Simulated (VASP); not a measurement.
# BN in VASP: a series of runs

BN is run at these levels: PBE; tasks: relaxation of cell and atoms, single point.

All numbers are computed with VASP 6.6.1; they aren't measurements. Logs are shortened: lines on timing, memory, paths and dates and some standing lists are left out, and cuts for length are marked.

### Step 1. The cell of the first run

It takes space group P6_3/mmc (No. 194, hexagonal). Conventional cell: a = 2.444 Å, b = 2.444 Å, c = 7.073 Å, α = 90.00°, β = 90.00°, γ = 120.00°. Within 1.9 Å of B (site symmetry -6m2) lie 3 N at 1.41 Å. N (site symmetry -6m2) has 3 B at 1.41 Å within 1.9 Å.

### Step 2. Relaxation of cell and atoms, PBE, target pressure 4 GPa, at which the enthalpy is minimised

INCAR reads:

```
PREC = Accurate ; ENCUT = 600
EDIFF = 1E-6 ; ISMEAR = 0
SIGMA = 0.02 ; LREAL = False
LASPH = True ; NELM = 100
ALGO = Normal ; ISIF = 3
LWAVE = False ; LCHARG = False
GGA = PE ; IBRION = 2
NSW = 70 ; EDIFFG = -0.008
PSTRESS = 40.0
```

KPOINTS reads:

```
regular mesh
0
Gamma
  12 12 4
```

POSCAR reads:

```
BN
1.0
    2.4436157006      0.0000000000      0.0000000000
   -1.2218078503      2.1162332738      0.0000000000
    0.0000000000      0.0000000000      7.0725779491
B N
2 2
Direct
    0.3333333333      0.6666666667      0.2500000000
    0.6666666667      0.3333333333      0.7500000000
    0.3333333333      0.6666666667      0.7500000000
    0.6666666667      0.3333333333      0.2500000000
```

Potentials or basis: VASP PAW PBE potentials, release 64 (B, N).

Command:

```console
$ cat potpaw_PBE.64/B/POTCAR potpaw_PBE.64/N/POTCAR > POTCAR
$ mpirun -np 1 vasp_std > vasp.out
```

OUTCAR:

```text
PREC = Accurate
   ENCUT = 600
   EDIFF = 1E-6
   ISMEAR = 0
   LREAL = False
   LASPH = True
   NELM = 100
   ISIF = 3
   GGA = PE
   IBRION = 2
   NSW = 70
   EDIFFG = -0.008
   PSTRESS = 40.0

 ion  position               nearest neighbor table
   1  0.333  0.667  0.250-   4 1.41   4 1.41   4 1.41
   2  0.667  0.333  0.750-   3 1.41   3 1.41   3 1.41
   3  0.333  0.667  0.750-   2 1.41   2 1.41   2 1.41
   4  0.667  0.333  0.250-   1 1.41   1 1.41   1 1.41

  LATTYP: Found a hexagonal cell.
 ALAT       =     2.4436157006
 C/A-ratio  =     2.8943086048

  Lattice vectors:

 A1 = (   2.4436157006,   0.0000000000,   0.0000000000)
 A2 = (  -1.2218078503,   2.1162332738,   0.0000000000)
 A3 = (   0.0000000000,   0.0000000000,   7.0725779491)

Analysis of symmetry for initial positions (statically):
=====================================================================
 Subroutine PRICEL returns:
 Original cell was already a primitive cell.

 Routine SETGRP: Setting up the symmetry group for a
 hexagonal supercell.

 Subroutine GETGRP returns: Found 24 space group operations
 (whereof 12 operations were pure point group operations)
 out of a pool of 24 trial point group operations.

The static configuration has the point symmetry D_3d.
 The point group associated with its full space group is D_6h.

Analysis of symmetry for dynamics (positions and initial velocities):
=====================================================================
 Subroutine PRICEL returns:
 Original cell was already a primitive cell.

 Routine SETGRP: Setting up the symmetry group for a
 hexagonal supercell.

 Subroutine GETGRP returns: Found 24 space group operations
 (whereof 12 operations were pure point group operations)
 out of a pool of 24 trial point group operations.

The dynamic configuration has the point symmetry D_3d.
 The point group associated with its full space group is D_6h.

 Subroutine INISYM returns: Found 24 space group operations
 (whereof 12 operations are pure point group operations),
 and found     1 'primitive' translations

----------------------------------------------------------------------------------------

                                     Primitive cell

  volume of cell :      36.5741

  direct lattice vectors                    reciprocal lattice vectors
     2.443615701  0.000000000  0.000000000     0.409229651  0.236268849  0.000000000
    -1.221807850  2.116233274  0.000000000     0.000000000  0.472537698  0.000000000
     0.000000000  0.000000000  7.072577949     0.000000000  0.000000000  0.141391160

  length of vectors
     2.443615701  2.443615701  7.072577949     0.472537698  0.472537698  0.141391160

  position of ions in fractional coordinates (direct lattice)
     0.333333333  0.666666667  0.250000000
     0.666666667  0.333333333  0.750000000
     0.333333333  0.666666667  0.750000000
     0.666666667  0.333333333  0.250000000

  ion indices of the primitive-cell ions
   primitive index   ion index
                 1           1
                 2           2
                 3           3
                 4           4

----------------------------------------------------------------------------------------

 KPOINTS: regular mesh

Automatic generation of k-mesh.
 Grid dimensions read from file:
 generate k-points for:   12   12    4

 Generating k-lattice:

  Cartesian coordinates                     Fractional coordinates (reciprocal lattice)
     0.034102471  0.019689071  0.000000000     0.083333333  0.000000000  0.000000000
     0.000000000  0.039378142  0.000000000     0.000000000  0.083333333  0.000000000
     0.000000000  0.000000000  0.035347790     0.000000000  0.000000000  0.250000000

  Length of vectors
     0.039378142  0.039378142  0.035347790

  Shift w.r.t. Gamma in fractional coordinates (k-lattice)
     0.000000000  0.000000000  0.000000000

 Subroutine IBZKPT returns following result:
 ===========================================

 Found     57 irreducible k-points:

 Following reciprocal coordinates:
            Coordinates               Weight
  0.000000  0.000000  0.000000      1.000000
  0.083333  0.000000  0.000000      6.000000
  0.166667  0.000000  0.000000      6.000000
  0.250000  0.000000  0.000000      6.000000
  0.333333  0.000000  0.000000      6.000000
  0.416667  0.000000  0.000000      6.000000
[... 16 lines left out ...]
  0.250000  0.000000  0.250000     12.000000
  0.333333  0.000000  0.250000     12.000000
 [... further k-points ...]
   k-points           NKPTS =     57   k-points in BZ     NKDIM =     57   number of bands    NBANDS=     12
   number of dos      NEDOS =    301   number of ions     NIONS =      4
   total plane-waves  NPLWV =  24000
   dimension x,y,z NGX =    20 NGY =   20 NGZ =   60
   dimension x,y,z NGXF=    40 NGYF=   40 NGZF=  120
   ions per type =               2   2
   NGX,Y,Z   is equivalent  to a cutoff of  13.61, 13.61, 14.10 a.u.
   NGXF,Y,Z  is equivalent  to a cutoff of  27.21, 27.21, 28.21 a.u.
 SYSTEM =  unknown system
   PREC   = accura    normal or accurate (medium, high low for compatibility)
   ISTART =      0    job   : 0-new  1-cont  2-samecut
   ICHARG =      2    charge: 1-file 2-atom 10-const
   ISPIN  =      1    spin polarized calculation?
   LNONCOLLINEAR =      F non collinear calculations
   LSORBIT =      F    spin-orbit coupling
   LASPH  =      T    aspherical Exc in radial PAW
   ENCUT  =  600.0 eV  44.10 Ry    6.64 a.u.   4.88  4.88 14.13*2*pi/ulx,y,z
   NELM   =    100;   NELMIN=  2; NELMDL= -5     # of ELM steps
   EDIFF  = 0.1E-05   stopping-criterion for ELM
   LREAL  =      F    real-space projection
   EDIFFG = -.8E-02   stopping-criterion for IOM
   NSW    =     70    number of steps for IOM
   IBRION =      2    ionic relax: 0-MD 1-quasi-New 2-CG
   NFREE  =      1    steps in history (QN), initial steepest desc. (CG)
   ISIF   =      3    stress and relaxation
   ISYM   =      2    0-nonsym 1-usesym 2-fastsym
   POTIM  = 0.5000    time-step for ionic-motion
   TEBEG  =    0.0;   TEEND  =   0.0 temperature during run
   PSTRESS=   40.0 pullay stress
   NELECT =      16.0000    total number of electrons
   NUPDOWN=      -1.0000    fix difference up-down
   EMIN   =  10.00;   EMAX   =-10.00  energy-range for DOS
   EFERMI =   0.00;   METHOD = LEGACY
   ISMEAR =     0;   SIGMA  =   0.02  broadening in eV -4-tet -1-fermi 0-gaus
   EFERMI_NEDOS =   21; number of points for ismear=-14 and -15
   IALGO  =     38    algorithm
   IMIX   =      4    mixing-type and parameters
     AMIX     =   0.40;   BMIX     =  1.00
     AMIX_MAG =   1.60;   BMIX_MAG =  1.00
  volume/ion in A,a.u.               =       9.14        61.70
  Fermi-wavevector in a.u.,A,eV,Ry     =   1.242768  2.348491 21.013825  1.544473
  Thomas-Fermi vector in A             =   2.377108
   LORBIT       =      0    0 simple, 1 ext, 2 COOP (PROOUT), +10 PAW based schemes
   GGA     = PE    functional components
   LHFCALC =     F    Hartree Fock is set to
   AEXX    =    0.0000 exact exchange contribution
   IVDW    =     0    specifies the selected vdW correction
   LEPSILON=     F    determine dielectric tensor
   LRPA    =     F    only Hartree local field effects (RPA)
 conjugate gradient relaxation of ions
 non-spin polarized calculation
 Gauss-broadening in eV      SIGMA  =   0.02
  energy-cutoff  :      600.00
  volume of cell :       36.57
 maximum number of plane-waves:      1251
 NGX is ok and might be reduce to    20
   NGX =  9   NGY =  9   NGZ = 29

--------------------------------------- Ionic step        1  -------------------------------------------

 number of electron      16.0000000 magnetization

 Free energy of the ion-electron system (eV)
  ---------------------------------------------------
  ext. energy  EPLUGINS =         0.00000000
  ---------------------------------------------------
  free energy    TOTEN  =       -34.99543311 eV

  energy without entropy =      -34.99543311  energy(sigma->0) =      -34.99543311

------------------------ aborting loop because EDIFF is reached ----------------------------------------

  FORCE on cell =-STRESS in cart. coord.  units (eV):
  Direction    XX          YY          ZZ          XY          YZ          ZX
  --------------------------------------------------------------------------------------
  -------------------------------------------------------------------------------------
  Total        7.1223577      7.1223577      0.2737266     -0.0000000      0.0000000      0.0000000
  in kB      312.0040080    312.0040080     11.9909449     -0.0000000      0.0000000      0.0000000
  external PRESSURE =     171.9996536 kB  Pullay stress =      40.0000000 kB
[... 828 lines left out ...]
 k-point    24 :       0.3333    0.0000    0.2500
  band No.  band energies     occupation
      1     -13.7520      2.00000
      2     -13.6373      2.00000
      3      -4.8592      2.00000
      4      -4.8176      2.00000
      5      -1.5533      2.00000
      6      -1.5218      2.00000
      7      -1.0739      2.00000
      8      -0.0471      2.00000
      9       8.9231      0.00000
     10       9.3846      0.00000
     11      10.8592      0.00000
     12      12.2657      0.00000

 [... further k-points ...]

[... ionic steps 4 to 10 ...]

--------------------------------------- Ionic step       11  -------------------------------------------

 number of electron      16.0000000 magnetization

------------------------ aborting loop because EDIFF is reached ----------------------------------------

  FORCE on cell =-STRESS in cart. coord.  units (eV):
  Direction    XX          YY          ZZ          XY          YZ          ZX
  --------------------------------------------------------------------------------------
  -------------------------------------------------------------------------------------
  Total        0.9451506      0.9451506      0.8701932      0.0000000      0.0000000      0.0000000
  in kB       43.4471395     43.4471395     40.0014620      0.0000000      0.0000000      0.0000000
  external PRESSURE =       2.2985803 kB  Pullay stress =      40.0000000 kB
[... 65 lines left out ...]
  enthalpy is  TOTEN    =       -34.2629984269 eV   P V=        0.8746835505

--------------------------------------- Ionic step       13  -------------------------------------------

 number of electron      16.0000000 magnetization

 Free energy of the ion-electron system (eV)
  ---------------------------------------------------
  ext. energy  EPLUGINS =         0.00000000
  ---------------------------------------------------
  free energy    TOTEN  =       -35.13501884 eV

  energy without entropy =      -35.13501884  energy(sigma->0) =      -35.13501884

 E-fermi :   2.7204     XC(G=0): -10.2891

 val. band max:        2.5765703026   @ k =   0.3333   0.2500   0.0000
 cond. band min:       6.7784201265   @ k =   0.5000   0.0000   0.0000
 fundamental gap:      4.2018498239
 Fermi energy:         2.7204480444

 k-point     1 :       0.0000    0.0000    0.0000
  band No.  band energies     occupation
      1     -15.2970      2.00000
      2     -14.9207      2.00000
      3      -3.8241      2.00000
      4      -1.3402      2.00000
      5       1.2140      2.00000
      6       1.2140      2.00000
      7       1.2654      2.00000
      8       1.2654      2.00000
      9       8.0287      0.00000
     10      13.2488      0.00000
     11      14.0821      0.00000
     12      14.0821      0.00000
[... 376 lines left out ...]
  FREE ENERGIE OF THE ION-ELECTRON SYSTEM (eV)
  ---------------------------------------------------
  free  energy   TOTEN  =       -35.1350188386 eV

  energy  without entropy=      -35.1350188386  energy(sigma->0) =      -35.13501884

  enthalpy is  TOTEN    =       -34.2643428191 eV   P V=        0.8706760195

 reached required accuracy - stopping structural energy minimisation
```

Run time: 1.9 min. Hardware: 1 thread of Intel Xeon 6975P-C, shared host; peak memory 0.18 GiB.

What came out:

```yaml
Free_energy: -35.1350 eV
Relaxed_volume: 8.72 Å³/atom
Relaxed_cell: a = 2.503 Å, b = 2.503 Å, c = 6.426 Å, α = 90.00°, β = 90.00°, γ = 120.00°
Space_group_after_relaxing_to_0.05_Å: P6_3/mmc (No. 194)
Energy_change_on_relaxing_the_enthalpy_is_what_falls: -34.9 meV/atom
Ionic_steps: 13
Pressure_after_relaxing: 4.0 GPa
Band_gap_on_the_k_mesh: 4.20 eV, indirect (least direct gap 4.59 eV)
```

The path:
| step | energy change (eV) | largest force (eV/Å) | pressure (GPa) | volume (Å³) |
| --- | --- | --- | --- | --- |
| 1 | 0.0000 | 0.0000 | 21.20 | 36.57 |
| 2 | 0.2532 | 0.0000 | -24.11 | 41.93 |
| 3 | -0.1906 | 0.0000 | 2.19 | 38.35 |
| 4 | -0.1890 | 0.0000 | 2.92 | 38.28 |
| 5 | -0.1881 | 0.0000 | 3.24 | 38.24 |
| 6 | -0.1861 | 0.0000 | 3.29 | 37.98 |
| 7 | -0.1787 | 0.0000 | 3.43 | 37.19 |
| 8 | -0.1557 | 0.0000 | 3.89 | 35.61 |
| 9 | -0.0487 | 0.0000 | 5.91 | 32.46 |
| 10 | -0.1432 | 0.0000 | 4.15 | 35.03 |
| 11 | -0.1391 | 0.0000 | 4.23 | 34.85 |
| 12 | -0.1422 | 0.0000 | 2.24 | 35.03 |
| 13 | -0.1396 | 0.0000 | 4.00 | 34.87 |

Final structure:
```
B N
1.0
     2.50341    0.00000    0.00000
    -1.25170    2.16801    0.00000
     0.00000    0.00000    6.42559
B N
2 2
Direct
  0.33333 0.66667 0.25000
  0.66667 0.33333 0.75000
  0.33333 0.66667 0.75000
  0.66667 0.33333 0.25000
```

Levels at points of the mesh, in eV from the valence-band top:
```
           k point  band 5  band 6  band 7  band 8  band 9  band 10  band 11  band 12
(0.00, 0.00, 0.00)   -1.36   -1.36   -1.31   -1.31    5.45    10.67    11.51    11.51
(0.50, 0.00, 0.00)   -4.18   -4.09   -1.58   -0.38    4.20     5.77     9.55     9.90
(0.00, 0.00, 0.50)   -1.34   -1.34   -1.34   -1.34    8.00     8.00    11.58    11.58
(0.50, 0.00, 0.50)   -4.14   -4.14   -0.95   -0.95    4.70     4.70     9.92     9.92
```

Caveat: the cell is relaxed towards a set pressure, so the enthalpy falls and the energy may rise; this functional lacks dispersion, which binds the layers, so the pressure and a relaxed spacing across them are unreliable.

### Step 3. Single point, PBE (uniaxial strain along a: -2.0 %, then relaxed in part)

INCAR reads:

```
  PREC = Accurate
  ENCUT = 520
  EDIFF = 1E-7
  ISMEAR = 0
  SIGMA = 0.02
  LREAL = False
  LASPH = True
  NELM = 60
  ALGO = Normal
  ISIF = 2
  LWAVE = False
  LCHARG = False
  GGA = PE
  NBANDS = 16
```

KPOINTS reads:

```
Automatic mesh
0
Gamma
  12 12 4
```

POSCAR reads:

```
BN
1.0
    2.4619375215      0.0002644296      0.0000000000
   -1.2307339161      2.1855244692      0.0000000000
    0.0000000000      0.0000000000      8.4771800651
B N
2 2
Direct
    0.3291862915      0.6582475865      0.2500000000
    0.6708137085      0.3417524135      0.7500000000
    0.3392073069      0.6785985441      0.7500000000
    0.6607926931      0.3214014559      0.2500000000
```

Potentials or basis: VASP PAW PBE potentials, release 64 (B, N).

Command:

```console
$ cat potpaw_PBE.64/B/POTCAR potpaw_PBE.64/N/POTCAR > POTCAR
$ mpirun -np 1 vasp_std > vasp.out
```

Run time: 59 s. Hardware: 1 thread of AMD EPYC 9R45 (Zen 5), shared host; peak memory 0.22 GiB.

The run converged. Its results:

| Quantity | Value |
| --- | --- |
| Free energy | -35.1675 eV |
| Pressure | 4.6 GPa |
| Band gap on the k mesh | 4.34 eV, indirect (least direct gap 4.72 eV) |

Stress tensor (GPa, compression positive):
```
13.70 -0.06  0.00
-0.06  0.08  0.00
 0.00  0.00 -0.11
```

Levels at points of the mesh, in eV from the valence-band top:
| k point | band 6 | band 7 | band 8 | band 9 | band 10 | band 11 |
| --- | --- | --- | --- | --- | --- | --- |
| (0.00, 0.00, 0.00) | -1.48 | -1.16 | -1.16 | 4.34 | 7.60 | 9.98 |
| (0.50, 0.00, 0.00) | -4.29 | -0.96 | -0.75 | 4.69 | 5.09 | 9.46 |
| (0.00, 0.50, 0.00) | -3.85 | -1.15 | -0.94 | 4.53 | 4.92 | 9.97 |
| (0.50, 0.50, 0.00) | -4.30 | -0.96 | -0.75 | 4.69 | 5.10 | 9.46 |
| (0.00, 0.00, 0.50) | -1.48 | -1.16 | -1.16 | 5.58 | 5.58 | 11.35 |
| (0.50, 0.00, 0.50) | -4.29 | -0.86 | -0.86 | 4.87 | 4.87 | 9.70 |
| (0.00, 0.50, 0.50) | -3.85 | -1.04 | -1.04 | 4.70 | 4.70 | 10.36 |
| (0.50, 0.50, 0.50) | -4.30 | -0.86 | -0.86 | 4.87 | 4.87 | 9.69 |

Caveat: the cell differs from its parent crystal (uniaxial strain along a: -2.0 %, then relaxed in part).

[end of part 1 of 2]
